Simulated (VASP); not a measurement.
Runs of VASP 6.6.1 on MnAs. The structure is that of space group P6_3/mmc (No. 194), or close to it. The cells are those of the table. 

```tsv
task	level	spin	cell	k mesh	cutoff (eV)	gap on the mesh (eV)	pressure (GPa)	moment (μB)
single point	PBE	collinear, ferromagnetic start	a = 3.710, b = 3.710, c = 5.691 Å, angles 90.0, 90.0, 120.0°, 4 atoms	8 × 8 × 5	520	none	(b)	6.27
single point	PBE	collinear, ferromagnetic start	a = 3.710, b = 3.710, c = 5.691 Å, angles 90.0, 90.0, 120.0°, 4 atoms	7 × 7 × 4	520	none	-3.0	6.32
single point	PBE	collinear, ferromagnetic start	a = 3.634, b = 3.634, c = 5.575 Å, angles 90.0, 90.0, 120.0°, 4 atoms	8 × 8 × 5	520	none	-0.6	(a)
relaxation of cell and atoms	BLYP+D4	collinear, ferromagnetic start	relaxed from a = 3.710, b = 3.710, c = 5.691 Å, angles 90.0, 90.0, 120.0°, 4 atoms	8 × 8 × 5	600	none	0.0	5.31
single point	PBE	collinear, ferrimagnetic start	a = 3.710, b = 3.710, c = 5.691 Å, angles 90.0, 90.0, 120.0°, 4 atoms	8 × 8 × 5	520	none	(c)	0.00
```

Alike in all rows: potentials or basis VASP PAW PBE potentials, release 64 (As, Mn_pv); smearing fermi-dirac 0.05 eV.

Fill in the values left out.

(a) 5.57; (b) -3.4; (c) -5.4.

Caveats: the PAW data sets were made with another functional, which shifts forces and pressure a little (some runs); pairwise dispersion overbinds metals, which lowers pressure and volume (some runs).

A k mesh can miss the band edges, and the runs leave out spin-orbit coupling on As.

A gap of «none» marks levels without a gap at the run's occupations.
